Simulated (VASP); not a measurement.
C:

```xyz
4
Lattice="2.5221 0.0000 0.0000 -1.2610 2.1842 0.0000 0.0000 0.0000 4.1185" Properties=species:S:1:pos:R:3 pbc="T T T"
C     0.0000    0.0000    0.0000
C     0.0000    0.0000    1.5444
C     0.0000    1.4561    2.0593
C     0.0000    1.4561    3.6037
```

- Program: VASP 6.6.1
- Task: relaxation of cell and atoms
- Functional: PBEsol
- Potentials or basis: VASP PAW PBE potentials, release 64 (C)
- Cutoff: 600 eV
- k mesh: 12 × 12 × 6
- Occupations: gaussian, width 0.02 eV
- Spin: no spin polarisation

At the start: pressure -2.9 GPa; volume 5.67 Å³/atom.

Problem. Where does the relaxation end?

Solution. Over 5 steps the energy falls by 6.2 meV/atom and the volume is 5.63 Å³/atom (-0.7 %); space group P6_3/mmc (No. 194, to 0.05 Å).

Step by step:
| step | energy change (eV) | largest force (eV/Å) | pressure (GPa) | volume (Å³) |
| --- | --- | --- | --- | --- |
| 1 | 0.0000 | 0.0365 | -2.94 | 22.69 |
| 2 | 0.0112 | 0.0053 | 3.99 | 22.33 |
| 3 | -0.0248 | 0.0326 | -0.18 | 22.53 |
| 4 | -0.0247 | 0.0691 | 0.15 | 22.51 |
| 5 | -0.0248 | 0.0016 | -0.07 | 22.52 |

Final structure:
```
C
1.0
     2.49973    0.00000    0.00000
    -1.24987    2.16483    0.00000
     0.00000    0.00000    4.16218
C
4
Cartesian
  1.2499 2.1648 0.0013
  0.0000 0.0000 1.5595
  0.0000 1.4432 2.0824
  0.0000 1.4432 3.6406
```

Caveat: the PAW data sets were made with another functional, which shifts forces and pressure a little.
